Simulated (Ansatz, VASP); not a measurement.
## HF: VASP beside Ansatz

```
F H
1.0
     6.47922    0.00000    0.00000
     0.00000    6.47922    0.00000
     0.00000    0.00000    6.47922
F H
8 8
Direct
  0.39091 0.05553 0.83719
  0.58663 0.36524 0.98972
  0.08074 0.39931 0.25127
  0.42541 0.75261 0.06326
  0.06778 0.01665 0.23591
  0.52955 0.31480 0.51224
  0.87598 0.70099 0.12593
  0.60710 0.94962 0.35651
  0.46168 0.18078 0.86800
  0.54200 0.50271 0.00740
  0.99500 0.50914 0.20310
  0.41005 0.86820 0.97006
  0.04922 0.16293 0.23964
  0.54473 0.18409 0.45236
  0.92854 0.83060 0.17559
  0.52724 0.86719 0.26572
```

Alike in both runs: functional r2SCAN; k mesh 1 × 1 × 1; occupations fermi-dirac, width 0.05 eV; no spin polarisation.

Ansatz relaxed the structure, and its values are those at the end. VASP's run is a single point on that final structure, the one shown.

```csv
,VASP,Ansatz
version,VASP 6.6.1,Ansatz 0.2.0
potentials or method,"VASP PAW PBE potentials, release 64 (F, H), cutoff 520 eV","scalar-relativistic, plane waves, PAW"
valence electrons in the cell,64,64
```

|  | VASP | Ansatz | Ansatz less VASP |
| --- | --- | --- | --- |
| rms of the force components (eV/Å) | 0.150 | 0.075 | -0.0742 |

VASP's potentials were made for PBE, not for r2SCAN. One of these differences is far larger than is usual between the two programs; its cause wasn't traced. With one functional, cell and mesh, what is left measures potentials, basis and numerics.
